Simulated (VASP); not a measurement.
# AlCo (Pm-3m) in VASP: relaxation of cell and atoms with PBE

Aim: the relaxation of cell and atoms of AlCo with PBE.

Program: VASP 6.6.1. These are calculated values, not measurements. Logs are shortened: lines on timing, memory, paths and dates and some standing lists are left out, and cuts for length are marked.

## Step 1: The cell of the first run

The structure is cubic, space group Pm-3m (No. 221). Conventional cell: a = 2.852 Å, b = 2.852 Å, c = 2.852 Å, α = 90.00°, β = 90.00°, γ = 90.00°. Al (site symmetry m-3m) has 8 Co at 2.47 Å and 6 Al at 2.85 Å within 3.3 Å. Within 3.3 Å of Co (site symmetry m-3m) lie 8 Al at 2.47 Å and 6 Co at 2.85 Å.

## Step 2: Relaxation of cell and atoms, PBE

File INCAR:

```
  PREC = Accurate
  ENCUT = 600
  EDIFF = 1E-6
  ISMEAR = 0
  SIGMA = 0.1
  LREAL = F
  LASPH = T
  NELM = 80
  ALGO = Fast
  ISIF = 3
  LWAVE = F
  LCHARG = F
  GGA = PE
  IBRION = 2
  NSW = 100
  EDIFFG = -0.01
```

File KPOINTS:

```
Automatic mesh
0
Gamma
  20 20 20
```

File POSCAR:

```
AlCo
1.0
    2.8517200458      0.0000000000      0.0000000000
    0.0000000000      2.8517200458      0.0000000000
    0.0000000000      0.0000000000      2.8519109198
Al Co
1 1
Direct
    0.5000000000      0.5000000000      0.5000000000
    0.0000000000      0.0000000000      0.0000000000
```

Potentials or basis: VASP PAW PBE potentials, release 64 (Al, Co).

Launch:

```
$ cat potpaw_PBE.64/Al/POTCAR potpaw_PBE.64/Co/POTCAR > POTCAR
$ mpirun -np 1 vasp_std > vasp.out
```

OUTCAR:

```text
PREC = Accurate
   ENCUT = 600
   EDIFF = 1E-6
   ISMEAR = 0
   LREAL = F
   LASPH = T
   NELM = 80
   ISIF = 3
   GGA = PE
   IBRION = 2
   NSW = 100
   EDIFFG = -0.01

 ion  position               nearest neighbor table
   1  0.500  0.500  0.500-   2 2.47   2 2.47   2 2.47   2 2.47   2 2.47   2 2.47   2 2.47   2 2.47

   2  0.000  0.000  0.000-   1 2.47   1 2.47   1 2.47   1 2.47   1 2.47   1 2.47   1 2.47   1 2.47

  LATTYP: Found a simple tetragonal cell.
 ALAT       =     2.8517200458
 C/A-ratio  =     1.0000669329

  Lattice vectors:

 A1 = (   2.8517200458,   0.0000000000,   0.0000000000)
 A2 = (   0.0000000000,   2.8517200458,   0.0000000000)
 A3 = (   0.0000000000,   0.0000000000,   2.8519109198)

Analysis of symmetry for initial positions (statically):
=====================================================================
 Subroutine PRICEL returns:
 Original cell was already a primitive cell.

 Routine SETGRP: Setting up the symmetry group for a
 simple tetragonal supercell.

 Subroutine GETGRP returns: Found 16 space group operations
 (whereof 16 operations were pure point group operations)
 out of a pool of 16 trial point group operations.

The static configuration has the point symmetry D_4h.

Analysis of symmetry for dynamics (positions and initial velocities):
=====================================================================
 Subroutine PRICEL returns:
 Original cell was already a primitive cell.

 Routine SETGRP: Setting up the symmetry group for a
 simple tetragonal supercell.

 Subroutine GETGRP returns: Found 16 space group operations
 (whereof 16 operations were pure point group operations)
 out of a pool of 16 trial point group operations.

The dynamic configuration has the point symmetry D_4h.

 Subroutine INISYM returns: Found 16 space group operations
 (whereof 16 operations are pure point group operations),
 and found     1 'primitive' translations

----------------------------------------------------------------------------------------

                                     Primitive cell

  volume of cell :      23.1926

  direct lattice vectors                    reciprocal lattice vectors
     2.851720046  0.000000000  0.000000000     0.350665558  0.000000000  0.000000000
     0.000000000  2.851720046  0.000000000     0.000000000  0.350665558  0.000000000
     0.000000000  0.000000000  2.851910920     0.000000000  0.000000000  0.350642088

  length of vectors
     2.851720046  2.851720046  2.851910920     0.350665558  0.350665558  0.350642088

  position of ions in fractional coordinates (direct lattice)
     0.500000000  0.500000000  0.500000000
     0.000000000  0.000000000  0.000000000

  ion indices of the primitive-cell ions
   primitive index   ion index
                 1           1
                 2           2

----------------------------------------------------------------------------------------

 KPOINTS: Automatic mesh

Automatic generation of k-mesh.
 Grid dimensions read from file:
 generate k-points for:   20   20   20

 Generating k-lattice:

  Cartesian coordinates                     Fractional coordinates (reciprocal lattice)
     0.017533278  0.000000000  0.000000000     0.050000000  0.000000000  0.000000000
     0.000000000  0.017533278  0.000000000     0.000000000  0.050000000  0.000000000
     0.000000000  0.000000000  0.017532104     0.000000000  0.000000000  0.050000000

  Length of vectors
     0.017533278  0.017533278  0.017532104

  Shift w.r.t. Gamma in fractional coordinates (k-lattice)
     0.000000000  0.000000000  0.000000000

 Subroutine IBZKPT returns following result:
 ===========================================

 Found    726 irreducible k-points:

 Following reciprocal coordinates:
            Coordinates               Weight
  0.000000  0.000000  0.000000      1.000000
  0.050000  0.000000  0.000000      4.000000
  0.100000  0.000000  0.000000      4.000000
  0.150000  0.000000  0.000000      4.000000
  0.200000  0.000000  0.000000      4.000000
  0.250000  0.000000  0.000000      4.000000
[... 16 lines left out ...]
  0.150000  0.100000  0.000000      8.000000
  0.200000  0.100000  0.000000      8.000000
 [... further k-points ...]
   k-points           NKPTS =    726   k-points in BZ     NKDIM =    726   number of bands    NBANDS=     10
   number of dos      NEDOS =    301   number of ions     NIONS =      2
   total plane-waves  NPLWV =  13824
   dimension x,y,z NGX =    24 NGY =   24 NGZ =   24
   dimension x,y,z NGXF=    48 NGYF=   48 NGZF=   48
   ions per type =               1   1
   NGX,Y,Z   is equivalent  to a cutoff of  13.99, 13.99, 13.99 a.u.
   NGXF,Y,Z  is equivalent  to a cutoff of  27.98, 27.98, 27.98 a.u.
 SYSTEM =  unknown system
   PREC   = accura    normal or accurate (medium, high low for compatibility)
   ISTART =      0    job   : 0-new  1-cont  2-samecut
   ICHARG =      2    charge: 1-file 2-atom 10-const
   ISPIN  =      1    spin polarized calculation?
   LNONCOLLINEAR =      F non collinear calculations
   LSORBIT =      F    spin-orbit coupling
   LASPH  =      T    aspherical Exc in radial PAW
   ENCUT  =  600.0 eV  44.10 Ry    6.64 a.u.   5.70  5.70  5.70*2*pi/ulx,y,z
   NELM   =     80;   NELMIN=  2; NELMDL= -5     # of ELM steps
   EDIFF  = 0.1E-05   stopping-criterion for ELM
   LREAL  =      F    real-space projection
   EDIFFG = -.1E-01   stopping-criterion for IOM
   NSW    =    100    number of steps for IOM
   IBRION =      2    ionic relax: 0-MD 1-quasi-New 2-CG
   NFREE  =      1    steps in history (QN), initial steepest desc. (CG)
   ISIF   =      3    stress and relaxation
   ISYM   =      2    0-nonsym 1-usesym 2-fastsym
   POTIM  = 0.5000    time-step for ionic-motion
   TEBEG  =    0.0;   TEEND  =   0.0 temperature during run
   PSTRESS=    0.0 pullay stress
   NELECT =      12.0000    total number of electrons
   NUPDOWN=      -1.0000    fix difference up-down
   EMIN   =  10.00;   EMAX   =-10.00  energy-range for DOS
   EFERMI =   0.00;   METHOD = LEGACY
   ISMEAR =     0;   SIGMA  =   0.10  broadening in eV -4-tet -1-fermi 0-gaus
   EFERMI_NEDOS =   21; number of points for ismear=-14 and -15
   IALGO  =     68    algorithm
   IMIX   =      4    mixing-type and parameters
     AMIX     =   0.40;   BMIX     =  1.00
     AMIX_MAG =   1.60;   BMIX_MAG =  1.00
  volume/ion in A,a.u.               =      11.60        78.26
  Fermi-wavevector in a.u.,A,eV,Ry     =   1.314272  2.483614 23.501500  1.727312
  Thomas-Fermi vector in A             =   2.444537
   LORBIT       =      0    0 simple, 1 ext, 2 COOP (PROOUT), +10 PAW based schemes
   GGA     = PE    functional components
   LHFCALC =     F    Hartree Fock is set to
   AEXX    =    0.0000 exact exchange contribution
   IVDW    =     0    specifies the selected vdW correction
   LEPSILON=     F    determine dielectric tensor
   LRPA    =     F    only Hartree local field effects (RPA)
 conjugate gradient relaxation of ions
 non-spin polarized calculation
 RMM-DIIS sequential band-by-band and
 Gauss-broadening in eV      SIGMA  =   0.10
  energy-cutoff  :      600.00
  volume of cell :       23.19
 maximum number of plane-waves:       804
 NGX is ok and might be reduce to    24
   NGX = 11   NGY = 11   NGZ = 11

--------------------------------------- Ionic step        1  -------------------------------------------

 number of electron      11.9999996 magnetization

 Free energy of the ion-electron system (eV)
  ---------------------------------------------------
  ext. energy  EPLUGINS =         0.00000000
  ---------------------------------------------------
  free energy    TOTEN  =       -11.99051101 eV

  energy without entropy =      -11.98686349  energy(sigma->0) =      -11.98868725

------------------------ aborting loop because EDIFF is reached ----------------------------------------

  FORCE on cell =-STRESS in cart. coord.  units (eV):
  Direction    XX          YY          ZZ          XY          YZ          ZX
  --------------------------------------------------------------------------------------
  -------------------------------------------------------------------------------------
  Total       -0.0311902     -0.0311902     -0.0328250      0.0000000      0.0000000      0.0000000
  in kB       -2.1546593     -2.1546593     -2.2675933      0.0000000      0.0000000      0.0000000
  external PRESSURE =      -2.1923039 kB  Pullay stress =       0.0000000 kB

 VOLUME and BASIS-vectors are now :
 -----------------------------------------------------------------------------
  energy-cutoff  :      600.00
  volume of cell :       23.19
      direct lattice vectors                 reciprocal lattice vectors
     2.851720046  0.000000000  0.000000000     0.350665558  0.000000000  0.000000000
     0.000000000  2.851720046  0.000000000     0.000000000  0.350665558  0.000000000
     0.000000000  0.000000000  2.851910920     0.000000000  0.000000000  0.350642088
[... 37 lines left out ...]
 POSITION                                       TOTAL-FORCE (eV/Angst)
 -----------------------------------------------------------------------------------
      1.42479      1.42479      1.42483         0.000000      0.000000      0.000000
      0.00000      0.00000      0.00000         0.000000     -0.000000      0.000000
 -----------------------------------------------------------------------------------
    total drift:                                0.000000      0.000000      0.000000

  FREE ENERGIE OF THE ION-ELECTRON SYSTEM (eV)
  ---------------------------------------------------
  free  energy   TOTEN  =       -11.9904769386 eV

  energy  without entropy=      -11.9868501917  energy(sigma->0) =      -11.98866357

--------------------------------------- Ionic step        3  -------------------------------------------

 number of electron      11.9999996 magnetization

 Free energy of the ion-electron system (eV)
  ---------------------------------------------------
  ext. energy  EPLUGINS =         0.00000000
  ---------------------------------------------------
  free energy    TOTEN  =       -11.99051329 eV

  energy without entropy =      -11.98687472  energy(sigma->0) =      -11.98869400

 E-fermi :  10.5689     XC(G=0): -12.2607

 val. band max:       10.5665716368   @ k =   0.5000   0.3500   0.0500
 cond. band min:      10.5808046078   @ k =   0.4000   0.1500   0.5000
 fundamental gap:      0.0142329710
 Fermi energy:        10.5688864315

 k-point     1 :       0.0000    0.0000    0.0000
  band No.  band energies     occupation
      1      -0.5060      2.00000
      2       7.6071      2.00000
      3       7.6072      2.00000
      4       9.7200      2.00000
      5       9.7200      2.00000
      6       9.7202      2.00000
      7      16.5218      0.00000
      8      16.5236      0.00000
      9      16.5236      0.00000
     10      19.2924      0.00000

 k-point     2 :       0.0500    0.0000    0.0000
  band No.  band energies     occupation
      1      -0.4586      2.00000
      2       7.6030      2.00000
      3       7.6203      2.00000
      4       9.6940      2.00000
      5       9.6942      2.00000
      6       9.7226      2.00000
      7      16.0110      0.00000
      8      16.5884      0.00000
      9      16.5902      0.00000
     10      19.2864      0.00000
[... 274 lines left out ...]
 k-point    24 :       0.2000    0.1000    0.0000
  band No.  band energies     occupation
      1       0.4286      2.00000
      2       7.4704      2.00000
      3       7.7950      2.00000
      4       9.2510      2.00000
      5       9.3909      2.00000
      6       9.6696      2.00000
      7      13.0647      0.00000
      8      15.8973      0.00000
      9      17.7654      0.00000
     10      20.1350      0.00000

 [... further k-points ...]

------------------------ aborting loop because EDIFF is reached ----------------------------------------

  FORCE on cell =-STRESS in cart. coord.  units (eV):
  Direction    XX          YY          ZZ          XY          YZ          ZX
  --------------------------------------------------------------------------------------
  -------------------------------------------------------------------------------------
  Total       -0.0122811     -0.0122811     -0.0135345      0.0000000     -0.0000000      0.0000000
  in kB       -0.8492214     -0.8492214     -0.9358960      0.0000000     -0.0000000      0.0000000
  external PRESSURE =      -0.8781129 kB  Pullay stress =       0.0000000 kB

 VOLUME and BASIS-vectors are now :
 -----------------------------------------------------------------------------
  energy-cutoff  :      600.00
  volume of cell :       23.17
      direct lattice vectors                 reciprocal lattice vectors
     2.850807065  0.000000000  0.000000000     0.350777859  0.000000000  0.000000000
     0.000000000  2.850807065 -0.000000000     0.000000000  0.350777859 -0.000000000
     0.000000000  0.000000000  2.850950022     0.000000000  0.000000000  0.350760270

 POSITION                                       TOTAL-FORCE (eV/Angst)
 -----------------------------------------------------------------------------------
      1.42540      1.42540      1.42548         0.000000      0.000000      0.000000
      0.00000      0.00000      0.00000         0.000000     -0.000000      0.000000
 -----------------------------------------------------------------------------------
    total drift:                                0.000000      0.000000      0.000000

  FREE ENERGIE OF THE ION-ELECTRON SYSTEM (eV)
  ---------------------------------------------------
  free  energy   TOTEN  =       -11.9905132855 eV

  energy  without entropy=      -11.9868747172  energy(sigma->0) =      -11.98869400

 reached required accuracy - stopping structural energy minimisation
```

Wall time 2 min (1 thread of Intel Xeon 6975P-C (Granite Rapids), shared host); peak memory 0.37 GiB.

Results:

```yaml
Free_energy: -11.9905 eV
Relaxed_volume: 11.58 Å³/atom
Relaxed_cell: a = 2.851 Å, b = 2.851 Å, c = 2.851 Å, α = 90.00°, β = 90.00°, γ = 90.00°
Space_group_after_relaxing_to_0.05_Å: Pm-3m (No. 221)
Energy_gained_by_relaxing: 0.0 meV/atom
Ionic_steps: 3
Pressure_after_relaxing: -0.1 GPa
Band_gap_on_the_k_mesh: zero (band 6 reaches 12.95 eV, above the bottom of band 7 at 10.32 eV)
```

Final structure:
```
CELL_PARAMETERS angstrom
2.85081 0.00000 0.00000
0.00000 2.85081 0.00000
0.00000 0.00000 2.85095
ATOMIC_POSITIONS crystal
Al 0.50000 0.50000 0.50000
Co 0.00000 0.00000 0.00000
```

Spin polarisation is off, so any magnetic state and its effect on volume and gap are missing.
